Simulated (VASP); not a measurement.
Write the native input for VASP 6.6.1 that does the following.

```
Task                    : single point
Functional              : PBE
Potentials or basis     : VASP PAW PBE potentials, release 64 (Li_sv, Sn_d, F)
Cutoff                  : 520 eV
k mesh                  : 10 × 10 × 6
Occupations             : gaussian, width 0.1 eV
Spin                    : no spin polarisation
Dipole correction       : no
k mesh for the DOS      : 15 × 15 × 9
Occupations for the DOS : tetrahedron
Further INCAR settings  : ALGO = Normal; EDIFF = 1e-07
```

Crystal: LiSnF4.

```
Li Sn F
1.0
     4.27317    0.00000    0.00000
     0.00000    4.27317    0.00000
     0.00000    0.00000    6.86136
Li Sn F
1 1 4
Direct
  0.50000 0.50000 0.50000
  0.00000 0.00000 0.00000
  0.00000 0.00000 0.30711
  0.00000 0.00000 0.69289
  0.00000 0.50000 0.00000
  0.50000 0.00000 0.00000
```

One way to write it, as run:

POSCAR

```
LiSnF4
1.0
    4.2731698497      0.0000000000      0.0000000000
    0.0000000000      4.2731698497      0.0000000000
    0.0000000000      0.0000000000      6.8613624113
Li Sn F
1 1 4
Direct
    0.5000000000      0.5000000000      0.5000000000
    0.0000000000      0.0000000000      0.0000000000
    0.0000000000      0.0000000000      0.3071070519
    0.0000000000      0.0000000000      0.6928929481
    0.0000000000      0.5000000000      0.0000000000
    0.5000000000      0.0000000000      0.0000000000
```

INCAR.step1

```
SYSTEM = LiSnF4
ALGO = Normal ; EDIFF = 1E-7
ENCUT = 520 ; GGA = PE
ISIF = 2 ; ISMEAR = 0
LASPH = .True. ; LCHARG = .True.
LREAL = .False. ; LWAVE = .False.
NBANDS = 32 ; NELM = 100
PREC = Accurate ; SIGMA = 0.1
```

KPOINTS.step1

```
k-points
0
Gamma
  10 10 6
  0 0 0
```

INCAR.step2

```
SYSTEM = LiSnF4
ALGO = Normal ; EDIFF = 1E-7
ENCUT = 520 ; GGA = PE
ICHARG = 11 ; ISIF = 2
ISMEAR = -5 ; LASPH = .True.
LCHARG = .False. ; LORBIT = 11
LREAL = .False. ; LWAVE = .False.
NEDOS = 2001 ; NELM = 100
PREC = Accurate ; SIGMA = 0.1
```

KPOINTS.step2

```
k-points
0
Gamma
  15 15 9
  0 0 0
```

Potentials or basis: VASP PAW PBE potentials, release 64 (Li_sv, Sn_d, F).

The run is started by

```console
$ cat potpaw_PBE.64/Li_sv/POTCAR potpaw_PBE.64/Sn_d/POTCAR potpaw_PBE.64/F/POTCAR > POTCAR
$ cp INCAR.step1 INCAR
$ cp KPOINTS.step1 KPOINTS
$ mpirun -np 1 vasp_std > vasp.out
$ cp INCAR.step2 INCAR
$ cp KPOINTS.step2 KPOINTS
$ mpirun -np 1 vasp_std > vasp.out
```

It gave:

* Valence electrons inside the program's atomic spheres: Li 1.99; Sn 12.04; F 6.05, 6.08 (each value once)

Caveat: an odd number of electrons without spin polarisation forces a metal; a magnetic or distorted state may lie lower.

Wall time 5.5 min on 1 thread of Intel(R) Xeon(R) 6975P-C (Granite Rapids) (shared host), peak memory 0.59 GiB.
